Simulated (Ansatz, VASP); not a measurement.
## Sc in VASP and in Ansatz

```
Sc
1.0
    -1.82638    1.82638    1.82638
     1.82638   -1.82638    1.82638
     1.82638    1.82638   -1.82638
Sc
1
Direct
  0.00000 0.00000 0.00000
```

Change from the starting cell: volume scaled by 0.98, PAW files.

Alike in both runs: task electric field gradients; functional PBE; k mesh 13 × 13 × 13; occupations fermi-dirac, width 0.05 eV; no spin polarisation.

```csv
,VASP,Ansatz
version,VASP 6.6.1,Ansatz 0.2.0
potentials or method,"VASP PAW PBE potentials, release 64 (Sc_sv)","PAW with Ansatz's default frozen-core files, scalar-relativistic"
plane-wave cutoff (eV),400,420
valence electrons in the cell,11,11
```

|  | VASP | Ansatz | Ansatz less VASP |
| --- | --- | --- | --- |
| pressure (GPa) | 1.1 | 1.1 | +0.02 |
